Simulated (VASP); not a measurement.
# GaP (F-43m) in VASP: vibrations by perturbation theory with LDA

Aim: the vibrations by perturbation theory of GaP with LDA.

All numbers are computed with VASP 6.6.1; they aren't measurements. Logs are shortened: lines on timing, memory, paths and dates and some standing lists are left out, and cuts for length are marked.

**1. The cell of the first run**

The structure is cubic, space group F-43m (No. 216). Conventional cell: a = 5.391 Å, b = 5.391 Å, c = 5.391 Å, α = 90.00°, β = 90.00°, γ = 90.00°. Within 3.1 Å of Ga (site symmetry -43m) lie 4 P at 2.33 Å. Within 3.1 Å of P (site symmetry -43m) lie 4 Ga at 2.33 Å.

**2. Vibrations by perturbation theory, LDA**

File INCAR:

```
  ALGO = Normal
  EDIFF = 1E-8
  ENCUT = 500
  GGA_COMPAT = F
  IBRION = 8
  ISIF = 2
  ISMEAR = 0
  LASPH = T
  LCHARG = F
  LEPSILON = T
  LREAL = F
  LWAVE = F
  NBANDS = 16
  NELM = 120
  NSW = 1
  PREC = Accurate
  SIGMA = 0.01
```

File KPOINTS:

```
k-points
0
Gamma
  8 8 8
```

File POSCAR:

```
GaP
1.0
    0.0000000000      2.6956551201      2.6956551201
    2.6956551201      0.0000000000      2.6956551201
    2.6956551201      2.6956551201      0.0000000000
Ga P
1 1
Direct
    0.0000000000      0.0000000000      0.0000000000
    0.7500000000      0.7500000000      0.7500000000
```

Potentials or basis: VASP PAW LDA potentials, release 64 (Ga_d, P).

Run with:

```sh
> cat potpaw_LDA.64/Ga_d/POTCAR potpaw_LDA.64/P/POTCAR > POTCAR
> mpirun -np 1 vasp_std > vasp.out
```

OUTCAR:

```text
EDIFF = 1E-8
   ENCUT = 500
   IBRION = 8
   ISIF = 2
   ISMEAR = 0
   LASPH = T
   LEPSILON = T
   LREAL = F
   NELM = 120
   NSW = 1
   PREC = Accurate

 ion  position               nearest neighbor table
   1  0.000  0.000  0.000-   2 2.33   2 2.33   2 2.33   2 2.33
   2  0.750  0.750  0.750-   1 2.33   1 2.33   1 2.33   1 2.33

  LATTYP: Found a face centered cubic cell.
 ALAT       =     5.3913102402

  Lattice vectors:

 A1 = (   0.0000000000,   2.6956551201,   2.6956551201)
 A2 = (   2.6956551201,   0.0000000000,   2.6956551201)
 A3 = (   2.6956551201,   2.6956551201,   0.0000000000)

Analysis of symmetry for initial positions (statically):
=====================================================================
 Subroutine PRICEL returns:
 Original cell was already a primitive cell.

 Routine SETGRP: Setting up the symmetry group for a
 face centered cubic supercell.

 Subroutine GETGRP returns: Found 24 space group operations
 (whereof 24 operations were pure point group operations)
 out of a pool of 48 trial point group operations.

The static configuration has the point symmetry T_d .

Analysis of symmetry for dynamics (positions and initial velocities):
=====================================================================
 Subroutine PRICEL returns:
 Original cell was already a primitive cell.

 Routine SETGRP: Setting up the symmetry group for a
 face centered cubic supercell.

 Subroutine GETGRP returns: Found 24 space group operations
 (whereof 24 operations were pure point group operations)
 out of a pool of 48 trial point group operations.

The dynamic configuration has the point symmetry T_d .

 Subroutine INISYM returns: Found 24 space group operations
 (whereof 24 operations are pure point group operations),
 and found     1 'primitive' translations

----------------------------------------------------------------------------------------

                                     Primitive cell

  volume of cell :      39.1763

  direct lattice vectors                    reciprocal lattice vectors
     0.000000000  2.695655120  2.695655120    -0.185483668  0.185483668  0.185483668
     2.695655120  0.000000000  2.695655120     0.185483668 -0.185483668  0.185483668
     2.695655120  2.695655120  0.000000000     0.185483668  0.185483668 -0.185483668

  length of vectors
     3.812232030  3.812232030  3.812232030     0.321267137  0.321267137  0.321267137

  position of ions in fractional coordinates (direct lattice)
     0.000000000  0.000000000  0.000000000
     0.750000000  0.750000000  0.750000000

  ion indices of the primitive-cell ions
   primitive index   ion index
                 1           1
                 2           2

----------------------------------------------------------------------------------------

 KPOINTS: k-points

Automatic generation of k-mesh.
 Grid dimensions read from file:
 generate k-points for:    8    8    8

 Generating k-lattice:

  Cartesian coordinates                     Fractional coordinates (reciprocal lattice)
    -0.023185459  0.023185459  0.023185459     0.125000000  0.000000000  0.000000000
     0.023185459 -0.023185459  0.023185459     0.000000000  0.125000000  0.000000000
     0.023185459  0.023185459 -0.023185459     0.000000000  0.000000000  0.125000000

  Length of vectors
     0.040158392  0.040158392  0.040158392

  Shift w.r.t. Gamma in fractional coordinates (k-lattice)
     0.000000000  0.000000000  0.000000000

 Subroutine IBZKPT returns following result:
 ===========================================

 Found     29 irreducible k-points:

 Following reciprocal coordinates:
            Coordinates               Weight
  0.000000  0.000000  0.000000      1.000000
  0.125000  0.000000  0.000000      8.000000
  0.250000  0.000000  0.000000      8.000000
[... 558 lines left out ...]
  volume of cell :       39.18
      direct lattice vectors                 reciprocal lattice vectors
     0.000000000  2.695655120  2.695655120    -0.185483668  0.185483668  0.185483668
     2.695655120  0.000000000  2.695655120     0.185483668 -0.185483668  0.185483668
     2.695655120  2.695655120  0.000000000     0.185483668  0.185483668 -0.185483668

 POSITION                                       TOTAL-FORCE (eV/Angst)
 -----------------------------------------------------------------------------------
      0.00000      0.00000      0.00000         0.000000      0.000000      0.000000
      4.04348      4.04348      4.04348        -0.000000     -0.000000     -0.000000
 -----------------------------------------------------------------------------------
    total drift:                               -0.000000     -0.000000     -0.000000

  FREE ENERGIE OF THE ION-ELECTRON SYSTEM (eV)
  ---------------------------------------------------
  free  energy   TOTEN  =       -10.4506624278 eV

  energy  without entropy=      -10.4506624278  energy(sigma->0) =      -10.45066243

 HEAD OF MICROSCOPIC STATIC DIELECTRIC TENSOR (INDEPENDENT PARTICLE, excluding Hartree and local field effects)
 ------------------------------------------------------
          12.182695    -0.000000     0.000000
           0.000000    12.182695     0.000000
          -0.000000     0.000000    12.182695
 ------------------------------------------------------

 Free energy of the ion-electron system (eV)
  ---------------------------------------------------
  ---------------------------------------------------
  free energy    TOTEN  =        -1.19311091 eV

  energy without entropy =       -1.19311091

------------------------ aborting loop because EDIFF is reached ----------------------------------------

--------------------------------------- Ionic step        2  -------------------------------------------

------------------------ aborting loop because EDIFF is reached ----------------------------------------

--------------------------------------- Ionic step        3  -------------------------------------------

------------------------ aborting loop because EDIFF is reached ----------------------------------------

 PIEZOELECTRIC TENSOR FIELD DIRECTION 3  (e Angst)
 -----------------------------------------------------------------------------
    -0.00023  1.92734  0.00000           (  0.00000  0.03837  0.00000)
     1.92734 -0.00023  0.00000           (  0.03837  0.00000  0.00000)
     0.00000  0.00000 -0.00135           (  0.00000  0.00000  0.00000)

 PIEZOELECTRIC TENSOR FIELD DIRECTION 3  (C/m^2)
 -----------------------------------------------------------------------------
    -0.00009  0.78822  0.00000
     0.78822 -0.00009  0.00000
     0.00000  0.00000 -0.00055

--------------------------------------- Ionic step        4  -------------------------------------------

------------------------ aborting loop because EDIFF is reached ----------------------------------------

[... ionic steps 5 to 6 ...]

--------------------------------------- Ionic step        7  -------------------------------------------

 Free energy of the ion-electron system (eV)
  ---------------------------------------------------
  ---------------------------------------------------
  free energy    TOTEN  =        -0.04766477 eV

  energy without entropy =       -0.04766477

------------------------ aborting loop because EDIFF is reached ----------------------------------------

 INTERNAL STRAIN TENSOR  FOR ION    2  DIRECTION 1   (eV/Angst):
 -----------------------------------------------------------------------------
    -0.01298  0.00000  0.00000
     0.00000  0.00868  7.75018
     0.00000  7.75018  0.00868

 MACROSCOPIC STATIC DIELECTRIC TENSOR (including local field effects in DFT)
 ------------------------------------------------------
          11.462082     0.000000     0.000000
           0.000000    11.462082     0.000000
           0.000000     0.000000    11.462082
 ------------------------------------------------------

 PIEZOELECTRIC TENSOR (including local field effects)  for field in x, y, z        (e  Angst)
          XX          YY          ZZ          XY          YZ          ZX
  --------------------------------------------------------------------------------
  x     0.00000     0.00000    -0.00000     0.00000     1.93501    -0.00000
  y     0.00000     0.00000    -0.00000     0.00000     0.00000     1.93501
  z    -0.00000    -0.00000    -0.00000     1.93501     0.00000     0.00000

 PIEZOELECTRIC TENSOR (including local field effects)  for field in x, y, z        (C/m^2)
          XX          YY          ZZ          XY          YZ          ZX
  --------------------------------------------------------------------------------
  x     0.00000     0.00000    -0.00000     0.00000     0.79135    -0.00000
  y     0.00000     0.00000    -0.00000     0.00000     0.00000     0.79135
  z    -0.00000    -0.00000    -0.00000     0.79135     0.00000     0.00000

 BORN EFFECTIVE CHARGES (including local field effects) (in |e|, cummulative output)
 ---------------------------------------------------------------------------------
 ion    1
    1     2.12094    -0.00000     0.00000
    2     0.00000     2.12094    -0.00000
    3     0.00000    -0.00000     2.12094
 ion    2
    1    -2.12094     0.00000    -0.00000
    2    -0.00000    -2.12094     0.00000
    3     0.00000     0.00000    -2.12094

 INTERNAL STRAIN TENSOR FOR ION    2 for displacements in x,y,z  (eV/Angst):
          X           Y           Z          XY          YZ          ZX
  --------------------------------------------------------------------------------
  x     0.00000     0.00000     0.00000     0.00000     7.75018     0.00000
  y     0.00000     0.00000     0.00000     0.00000     0.00000     7.75018
  z     0.00000     0.00000     0.00000     7.75018     0.00000     0.00000

 SECOND DERIVATIVES (NOT SYMMETRIZED)
 ------------------------------------
               1X          1Y          1Z          2X          2Y          2Z
  1X   -10.509046    0.000000    0.000000   10.509046    0.000000    0.000000
  1Y     0.000000  -10.509046    0.000000    0.000000   10.509046    0.000000
  1Z     0.000000    0.000000  -10.509046    0.000000    0.000000   10.509046
  2X    10.502132    0.000000    0.000000  -10.502132    0.000000    0.000000
  2Y     0.000000   10.502132    0.000000    0.000000  -10.502132    0.000000
  2Z     0.000000    0.000000   10.502132    0.000000    0.000000  -10.502132

 Eigenvectors and eigenvalues of the dynamical matrix
 ----------------------------------------------------

   1 f  =   10.940950 THz    68.744013 2PiTHz  364.950793 cm-1    45.248111 meV
             X         Y         Z           dx          dy          dz
      0.000000  0.000000  0.000000     0.000000    0.554740    0.000000
      4.043483  4.043483  4.043483     0.000000   -0.832024    0.000000
[... 21 lines left out ...]
   6 f/i=    0.001662 THz     0.010441 2PiTHz    0.055428 cm-1     0.006872 meV
             X         Y         Z           dx          dy          dz
      0.000000  0.000000  0.000000     0.000000    0.000000    0.832024
      4.043483  4.043483  4.043483     0.000000    0.000000    0.554740

--------------------------------------------------------------------------------------------------------

 MACROSCOPIC STATIC DIELECTRIC TENSOR IONIC CONTRIBUTION
 ------------------------------------------------------
           1.977794     0.000000     0.000000
           0.000000     1.977794     0.000000
           0.000000     0.000000     1.977794
 ------------------------------------------------------

 ELASTIC MODULI CONTR FROM IONIC RELAXATION (kBar)
 Direction    XX          YY          ZZ          XY          YZ          ZX
 --------------------------------------------------------------------------------
 XX          -0.0000      0.0000      0.0000     -0.0000      0.0000      0.0000
 YY           0.0000     -0.0000     -0.0000      0.0000     -0.0000     -0.0000
 ZZ           0.0000     -0.0000     -0.0000      0.0000      0.0000      0.0000
 XY          -0.0000      0.0000      0.0000   -231.5865     -0.0000     -0.0000
 YZ           0.0000     -0.0000      0.0000     -0.0000   -231.5865     -0.0000
 ZX           0.0000     -0.0000      0.0000     -0.0000     -0.0000   -231.5865
 --------------------------------------------------------------------------------

 PIEZOELECTRIC TENSOR IONIC CONTR  for field in x, y, z        (C/m^2)
          XX          YY          ZZ          XY          YZ          ZX
  --------------------------------------------------------------------------------
  x     0.00000    -0.00000     0.00000    -0.00000    -0.63682    -0.00000
  y     0.00000    -0.00000     0.00000    -0.00000    -0.00000    -0.63682
  z    -0.00000     0.00000     0.00000    -0.63682    -0.00000    -0.00000
```

Run time: 4.1 min. Hardware: 1 thread of AMD EPYC 9R45 (Zen 5), shared host; peak memory 0.23 GiB.

What came out:

```
Electronic dielectric tensor (diagonal)                 : 11.46
Born charges (mean of the diagonal)                     : Ga +2.12; P -2.12 e
Highest phonon frequency at Γ, LO-TO splitting left out : 365 cm⁻¹
```

Phonon frequencies in cm⁻¹ (negative: imaginary):
```csv
q point,frequencies
"(0.000, 0.000, 0.000)",0 0 0 365 365 365
```

Electronic dielectric tensor:
```
11.46  0.00  0.00
 0.00 11.46  0.00
 0.00  0.00 11.46
```

Born effective charge tensors (e):
atom 1, Ga
```
2.12 0.00 0.00
0.00 2.12 0.00
0.00 0.00 2.12
```
atom 2, P
```
-2.12  0.00  0.00
 0.00 -2.12  0.00
 0.00  0.00 -2.12
```
